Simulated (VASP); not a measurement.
A run of VASP 6.6.1:

The input INCAR:

```
SYSTEM = Ag
ALGO = Fast
EDIFF = 1E-6
EDIFFG = -0.003
ENCUT = 600
IBRION = 2
ISIF = 3
ISMEAR = 0
LASPH = .TRUE.
LCHARG = .FALSE.
LREAL = .FALSE.
LWAVE = .FALSE.
NELM = 100
NSW = 80
PREC = Accurate
SIGMA = 0.1
```

The input KPOINTS:

```
k-points
0
G
  24 24 24
  0 0 0
```

File POSCAR:

```
Ag
1.0
    0.0000000000      2.0450000000      2.0450000000
    2.0450000000      0.0000000000      2.0450000000
    2.0450000000      2.0450000000      0.0000000000
Ag
1
Direct
    0.0000000000      0.0000000000      0.0000000000
```

Potentials or basis: VASP PAW LDA potentials, release 64 (Ag).

Command:

```sh
$ cat potpaw_LDA.64/Ag/POTCAR > POTCAR
$ mpirun -np 1 vasp_std > vasp.out
```

Hardware: 1 thread of AMD EPYC 9R45 96-Core Processor (Zen 5), with other jobs on the host.

Q: Estimate the wall time of this run.

A: Wall time 120 s on 1 thread of AMD EPYC 9R45 96-Core Processor (Zen 5), with other jobs on the host, peak memory 0.18 GiB. Counts: scf iterations 51, k points 413, ion steps 6.
